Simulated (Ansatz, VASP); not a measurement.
**Two plane-wave programs on KF**

INCAR

```
SYSTEM = KF
PREC = Accurate ; ENCUT = 520
EDIFF = 1E-6 ; ISMEAR = 0
SIGMA = 0.05 ; LREAL = .False.
LASPH = .True. ; NELM = 80
ALGO = Normal ; ISIF = 2
LWAVE = .False. ; LCHARG = .False.
GGA = CA ; NBANDS = 15
```

File KPOINTS:

```
regular mesh
0
Gamma
  8 8 8
  0 0 0
```

The input POSCAR:

```
KF
1.0
    0.0000000000      2.5817196783      2.4849051904
    2.7624400558      0.0000000000      2.4849051904
    2.7624400558      2.5817196783      0.0000000000
K F
1 1
Direct
    0.0000000000      0.0000000000      0.0000000000
    0.5000000000      0.5000000000      0.5000000000
```

Input for Ansatz:

```yaml
crystal:
  lattice:
    - [0.0, 2.5817196783, 2.4849051904]
    - [2.7624400558, 0.0, 2.4849051904]
    - [2.7624400558, 2.5817196783, 0.0]
  atoms:
    - { symbol: K, position: [0.0, 0.0, 0.0] }
    - { symbol: F, position: [0.5, 0.5, 0.5] }
basis:
  ecutwfc: 520.0
kpoints:
  mp_grid: { grid: [8, 8, 8] }
hamiltonian:
  xc: lda
scf:
  occupations: { method: gaussian, width: 0.05 }
output:
  forces: true
  stress: true
  eigenvalues: true
```

Change from the starting cell: normal strain along x +0.0700, normal strain along z -0.0375.

Alike in both runs: task single point; functional LDA; k mesh 8 × 8 × 8; occupations gaussian, width 0.05 eV; no spin polarisation.

|  | VASP | Ansatz |
| --- | --- | --- |
| version | VASP 6.6.1 | Ansatz 0.2.0 |
| potentials or method | VASP PAW LDA potentials, release 64 (K_sv, F), cutoff 520 eV | scalar-relativistic, plane waves, PAW |
| valence electrons in the cell | 16 | 16 |

VASP gave:

| Quantity | Value |
| --- | --- |
| gap on the k mesh at the Fermi level (eV) | 6.00 |
| least direct gap on the mesh (eV) | 6.00 |
| pressure (GPa) | -0.1 |
| traceless stress, the component that is largest in VASP (GPa) | 3.71 |

**Question.** What did Ansatz give for the same quantities?

**Answer.** gap on the k mesh at the Fermi level (eV): 6.02; least direct gap on the mesh (eV): 6.02; pressure (GPa): -0.3; traceless stress, the component that is largest in VASP (GPa): 3.52.

LDA's correlation is that of Perdew and Zunger in VASP and of Perdew and Wang (1992) in Ansatz.
